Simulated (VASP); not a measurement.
# Pt (P-1) in VASP: single point with PBEsol

Aim: the single point of Pt with PBEsol.

Everything below comes from runs of VASP 6.6.1. Logs are shortened: lines on timing, memory, paths and dates and some standing lists are left out, and cuts for length are marked.

## 1. The cell of the first run

The typed cell holds 1 atom: a = 2.786 Å, b = 2.651 Å, c = 3.180 Å, α = 115.22°, β = 116.88°, γ = 108.58°.

## 2. Single point, PBEsol (engineering shear strain xz -0.3000, engineering shear strain yz -0.2250)

INCAR reads:

```
PREC     = Accurate       # precision mode
ENCUT    = 520            # plane-wave cutoff, eV
EDIFF    = 1E-6           # SCF threshold, eV
ISMEAR   = 0              # smearing method
SIGMA    = 0.15           # smearing width, eV
LREAL    = False          # projectors in reciprocal space
LASPH    = True           # aspherical terms in the spheres
NELM     = 100            # most SCF steps
ALGO     = Fast           # electronic algorithm
ISIF     = 2              # what is computed and relaxed
LWAVE    = False          # write WAVECAR
LCHARG   = False          # write CHGCAR
GGA      = PS             # functional
NBANDS   = 11             # bands
```

KPOINTS reads:

```
regular mesh
0
Gamma
  20 20 20
```

POSCAR reads:

```
Pt
1.0
   -1.7945086294      1.3848925292      1.6189588721
    1.3263759434     -1.7359920436      1.5019257007
    1.7945086294      1.7359920436     -1.9700583866
Pt
1
Direct
    0.0000000000      0.0000000000      0.0000000000
```

Potentials or basis: VASP PAW PBE potentials, release 64 (Pt).

Started as:

```sh
cat potpaw_PBE.64/Pt/POTCAR > POTCAR
mpirun -np 1 vasp_std > vasp.out
```

OUTCAR:

```text
PREC = Accurate
   ENCUT = 520
   EDIFF = 1E-6
   ISMEAR = 0
   LREAL = False
   LASPH = True
   NELM = 100
   ISIF = 2
   GGA = PS

 ion  position               nearest neighbor table
   1  0.000  0.000  0.000-

  LATTYP: Found a triclinic cell.
 ALAT       =     6.9824343632
 B/A-ratio  =     0.3796918992
 C/A-ratio  =     0.8273047430
 COS(alpha) =     0.0121234074
 COS(beta)  =     0.5537751904
 COS(gamma) =     0.8279478439

  Lattice vectors:

 A1 = (   3.1208845728,  -6.2417691456,   0.2340663431)
 A2 = (   1.3263759434,  -1.7359920436,   1.5019257007)
 A3 = (  -0.8582432574,  -4.1546775876,  -3.9206112445)

Analysis of symmetry for initial positions (statically):
=====================================================================
 Subroutine PRICEL returns:
 Original cell was already a primitive cell.

 Routine SETGRP: Setting up the symmetry group for a
 triclinic supercell.

 Subroutine GETGRP returns: Found  2 space group operations
 (whereof  2 operations were pure point group operations)
 out of a pool of  2 trial point group operations.

The static configuration has the point symmetry S_2 .

Analysis of symmetry for dynamics (positions and initial velocities):
=====================================================================
 Subroutine PRICEL returns:
 Original cell was already a primitive cell.

 Routine SETGRP: Setting up the symmetry group for a
 triclinic supercell.

 Subroutine GETGRP returns: Found  2 space group operations
 (whereof  2 operations were pure point group operations)
 out of a pool of  2 trial point group operations.

The dynamic configuration has the point symmetry S_2 .

 Subroutine INISYM returns: Found  2 space group operations
 (whereof  2 operations are pure point group operations),
 and found     1 'primitive' translations

----------------------------------------------------------------------------------------

                                     Primitive cell

  volume of cell :      14.6643

  direct lattice vectors                    reciprocal lattice vectors
    -1.794508629  1.384892529  1.618958872     0.055418732  0.361986024  0.369458213
     1.326375943 -1.735992044  1.501925701     0.377708755  0.042965084  0.381911861
     1.794508629  1.735992044 -1.970058387     0.333498305  0.330229223  0.087175533

  length of vectors
     2.785536998  2.651173764  3.180418155     0.520196587  0.538856726  0.477359438

  position of ions in fractional coordinates (direct lattice)
     0.000000000  0.000000000  0.000000000

  ion indices of the primitive-cell ions
   primitive index   ion index
                 1           1

----------------------------------------------------------------------------------------

 KPOINTS: regular mesh

Automatic generation of k-mesh.
 Grid dimensions read from file:
 generate k-points for:   20   20   20

 Generating k-lattice:

  Cartesian coordinates                     Fractional coordinates (reciprocal lattice)
     0.002770937  0.018099301  0.018472911     0.050000000 -0.000000000  0.000000000
     0.018885438  0.002148254  0.019095593    -0.000000000  0.050000000  0.000000000
     0.016674915  0.016511461  0.004358777     0.000000000 -0.000000000  0.050000000

  Length of vectors
     0.026009829  0.026942836  0.023867972

  Shift w.r.t. Gamma in fractional coordinates (k-lattice)
     0.000000000  0.000000000  0.000000000

 Subroutine IBZKPT returns following result:
 ===========================================

 Found   4004 irreducible k-points:

 Following reciprocal coordinates:
            Coordinates               Weight
  0.000000  0.000000  0.000000      1.000000
  0.050000  0.000000  0.000000      2.000000
  0.100000  0.000000 -0.000000      2.000000
  0.150000 -0.000000  0.000000      2.000000
  0.200000  0.000000 -0.000000      2.000000
  0.250000  0.000000  0.000000      2.000000
[... 16 lines left out ...]
 -0.450000  0.050000  0.000000      2.000000
 -0.400000  0.050000  0.000000      2.000000
 [... further k-points ...]
   k-points           NKPTS =   4004   k-points in BZ     NKDIM =   4004   number of bands    NBANDS=     11
   number of dos      NEDOS =    301   number of ions     NIONS =      1
   total plane-waves  NPLWV =  11520
   dimension x,y,z NGX =    24 NGY =   20 NGZ =   24
   dimension x,y,z NGXF=    48 NGYF=   40 NGZF=   48
   ions per type =               1
   NGX,Y,Z   is equivalent  to a cutoff of  14.32, 12.54, 12.55 a.u.
   NGXF,Y,Z  is equivalent  to a cutoff of  28.65, 25.08, 25.09 a.u.
 SYSTEM =  unknown system
   PREC   = accura    normal or accurate (medium, high low for compatibility)
   ISTART =      0    job   : 0-new  1-cont  2-samecut
   ICHARG =      2    charge: 1-file 2-atom 10-const
   ISPIN  =      1    spin polarized calculation?
   LNONCOLLINEAR =      F non collinear calculations
   LSORBIT =      F    spin-orbit coupling
   LASPH  =      T    aspherical Exc in radial PAW
   ENCUT  =  520.0 eV  38.22 Ry    6.18 a.u.   5.18  4.93  5.91*2*pi/ulx,y,z
   NELM   =    100;   NELMIN=  2; NELMDL= -5     # of ELM steps
   EDIFF  = 0.1E-05   stopping-criterion for ELM
   LREAL  =      F    real-space projection
   EDIFFG = 0.1E-04   stopping-criterion for IOM
   NSW    =      0    number of steps for IOM
   IBRION =     -1    ionic relax: 0-MD 1-quasi-New 2-CG
   NFREE  =      0    steps in history (QN), initial steepest desc. (CG)
   ISIF   =      2    stress and relaxation
   ISYM   =      2    0-nonsym 1-usesym 2-fastsym
   POTIM  = 0.5000    time-step for ionic-motion
   TEBEG  =    0.0;   TEEND  =   0.0 temperature during run
   PSTRESS=    0.0 pullay stress
   NELECT =      10.0000    total number of electrons
   NUPDOWN=      -1.0000    fix difference up-down
   EMIN   =  10.00;   EMAX   =-10.00  energy-range for DOS
   EFERMI =   0.00;   METHOD = LEGACY
   ISMEAR =     0;   SIGMA  =   0.15  broadening in eV -4-tet -1-fermi 0-gaus
   EFERMI_NEDOS =   21; number of points for ismear=-14 and -15
   IALGO  =     68    algorithm
   IMIX   =      4    mixing-type and parameters
     AMIX     =   0.40;   BMIX     =  1.00
     AMIX_MAG =   1.60;   BMIX_MAG =  1.00
  volume/ion in A,a.u.               =      14.66        98.96
  Fermi-wavevector in a.u.,A,eV,Ry     =   1.440970  2.723038 28.251044  2.076393
  Thomas-Fermi vector in A             =   2.559654
   LORBIT       =      0    0 simple, 1 ext, 2 COOP (PROOUT), +10 PAW based schemes
   GGA     = PS    functional components
   LHFCALC =     F    Hartree Fock is set to
   AEXX    =    0.0000 exact exchange contribution
   IVDW    =     0    specifies the selected vdW correction
   LEPSILON=     F    determine dielectric tensor
   LRPA    =     F    only Hartree local field effects (RPA)
 non-spin polarized calculation
 RMM-DIIS sequential band-by-band and
 Gauss-broadening in eV      SIGMA  =   0.15
  energy-cutoff  :      520.00
  volume of cell :       14.66
 maximum number of plane-waves:       406
 NGX is ok and might be reduce to    24
   NGX = 11   NGY =  9   NGZ = 11

 number of electron      10.0000000 magnetization

 Free energy of the ion-electron system (eV)
  ---------------------------------------------------
  ext. energy  EPLUGINS =         0.00000000
  ---------------------------------------------------
  free energy    TOTEN  =        -5.54675366 eV

  energy without entropy =       -5.53162239  energy(sigma->0) =       -5.53918803

 E-fermi :  11.8177     XC(G=0): -13.6836

 val. band max:       11.8175802317   @ k =  -0.0000  -0.0000   0.4000
 cond. band min:      11.8178388898   @ k =  -0.2500  -0.3500   0.1500
 fundamental gap:      0.0002586580
 Fermi energy:        11.8176680667

 k-point     1 :       0.0000    0.0000    0.0000
  band No.  band energies     occupation
      1       1.0026      2.00000
      2       3.9305      2.00000
      3       6.4512      2.00000
      4       9.2565      2.00000
      5      11.7914      1.19572
      6      12.1596      0.00126
      7      25.0229      0.00000
      8      27.8187      0.00000
      9      31.0695      0.00000
     10      37.1025      0.00000
     11      37.6556      0.00000

 k-point     2 :       0.0500    0.0000    0.0000
  band No.  band energies     occupation
      1       1.1740      2.00000
      2       4.0719      2.00000
      3       6.4997      2.00000
      4       9.2670      2.00000
      5      11.5338      1.99256
      6      11.9739      0.14066
      7      25.1872      0.00000
      8      28.1451      0.00000
      9      31.3133      0.00000
     10      35.9614      0.00000
     11      38.4987      0.00000

 k-point     3 :       0.1000    0.0000   -0.0000
  band No.  band energies     occupation
      1       1.6648      2.00000
      2       4.5004      2.00000
      3       6.6414      2.00000
      4       9.2961      2.00000
      5      10.8485      2.00000
      6      11.4828      1.99840
      7      25.6098      0.00000
      8      29.0327      0.00000
      9      31.9400      0.00000
     10      34.3767      0.00000
     11      37.5516      0.00000

 k-point     4 :       0.1500   -0.0000    0.0000
  band No.  band energies     occupation
      1       2.4014      2.00000
      2       5.2233      2.00000
      3       6.8635      2.00000
      4       9.2966      2.00000
      5       9.9962      2.00000
      6      10.8232      2.00000
      7      26.1037      0.00000
      8      30.2470      0.00000
      9      32.5169      0.00000
     10      32.9285      0.00000
     11      36.0048      0.00000
[... 239 lines left out ...]
 k-point    22 :       0.5000    0.0500    0.0000
  band No.  band energies     occupation
      1       3.9056      2.00000
      2       5.8711      2.00000
      3       8.6494      2.00000
      4      10.3818      2.00000
      5      12.9103      0.00000
      6      13.8638      0.00000
      7      21.9230      0.00000
      8      23.2868      0.00000
      9      29.2436      0.00000
     10      32.6046      0.00000
     11      34.1297      0.00000

 k-point    23 :      -0.4500    0.0500    0.0000
  band No.  band energies     occupation
      1       4.1063      2.00000
      2       5.9828      2.00000
      3       8.7651      2.00000
      4      10.0303      2.00000
      5      12.4773      0.00000
      6      12.6575      0.00000
      7      22.2703      0.00000
      8      24.0104      0.00000
      9      29.8562      0.00000
     10      32.5469      0.00000
     11      35.2138      0.00000

 k-point    24 :      -0.4000    0.0500    0.0000
  band No.  band energies     occupation
      1       4.3921      2.00000
      2       6.1582      2.00000
      3       8.9239      2.00000
      4       9.5394      2.00000
      5      11.1474      2.00000
      6      11.5387      1.99148
      7      23.2742      0.00000
      8      25.1827      0.00000
      9      30.5647      0.00000
     10      32.5231      0.00000
     11      36.7123      0.00000

 [... further k-points ...]
[... 5 lines left out ...]
  --------------------------------------------------------------------------------------
  -------------------------------------------------------------------------------------
  Total        5.2522579      6.5738726      4.0913159      4.8665329      4.1986936      4.8518120
  in kB      573.8475255    718.2435806    447.0061396    531.7042521    458.7379317    530.0958841
  external PRESSURE =     579.6990819 kB  Pullay stress =       0.0000000 kB

 VOLUME and BASIS-vectors are now :
 -----------------------------------------------------------------------------
  energy-cutoff  :      520.00
  volume of cell :       14.66
      direct lattice vectors                 reciprocal lattice vectors
    -1.794508629  1.384892529  1.618958872     0.055418732  0.361986024  0.369458213
     1.326375943 -1.735992044  1.501925701     0.377708755  0.042965084  0.381911861
     1.794508629  1.735992044 -1.970058387     0.333498305  0.330229223  0.087175533

 POSITION                                       TOTAL-FORCE (eV/Angst)
 -----------------------------------------------------------------------------------
      0.00000      0.00000      0.00000         0.000000     -0.000000      0.000000
 -----------------------------------------------------------------------------------
    total drift:                                0.000000     -0.000000      0.000000

  FREE ENERGIE OF THE ION-ELECTRON SYSTEM (eV)
  ---------------------------------------------------
  free  energy   TOTEN  =        -5.5467536638 eV

  energy  without entropy=       -5.5316223880  energy(sigma->0) =       -5.53918803
```

Wall time 4.9 min (1 thread of Intel Xeon 6975P-C, shared host); peak memory 0.72 GiB.

What came out:

```yaml
Free_energy: -5.5468 eV
Pressure: 58.0 GPa
Band_gap_on_the_k_mesh: zero (band 5 reaches 14.54 eV, above the bottom of band 6 at 9.52 eV)
```

Levels at points of the mesh, in eV from the Fermi level:
| k point | band 3 | band 4 | band 5 | band 6 | band 7 | band 8 |
| --- | --- | --- | --- | --- | --- | --- |
| (0.00, 0.00, 0.00) | -5.37 | -2.56 | -0.03 | 0.34 | 13.21 | 16.00 |
| (0.50, 0.00, 0.00) | -3.21 | -1.21 | 1.32 | 2.00 | 10.14 | 11.31 |
| (0.00, 0.50, 0.00) | -3.07 | -1.59 | 2.24 | 2.78 | 10.33 | 12.02 |
| (0.50, 0.50, 0.00) | -0.54 | -0.51 | -0.04 | 0.63 | 5.78 | 8.45 |
| (0.00, 0.00, 0.50) | -2.66 | -2.09 | -0.55 | 0.40 | 10.13 | 13.26 |
| (0.50, 0.00, 0.50) | -2.04 | -0.88 | 0.34 | 0.64 | 3.24 | 13.29 |
| (0.00, 0.50, 0.50) | -1.64 | -1.16 | -0.06 | 0.53 | 4.35 | 11.93 |
| (0.50, 0.50, 0.50) | -2.48 | 0.23 | 2.72 | 7.82 | 8.13 | 9.42 |

Caveat: the cell differs from its parent crystal (engineering shear strain xz -0.3000, engineering shear strain yz -0.2250); the PAW data sets were made with another functional, which shifts forces and pressure a little; spin-orbit coupling is left out, which moves the levels of the heavy elements.
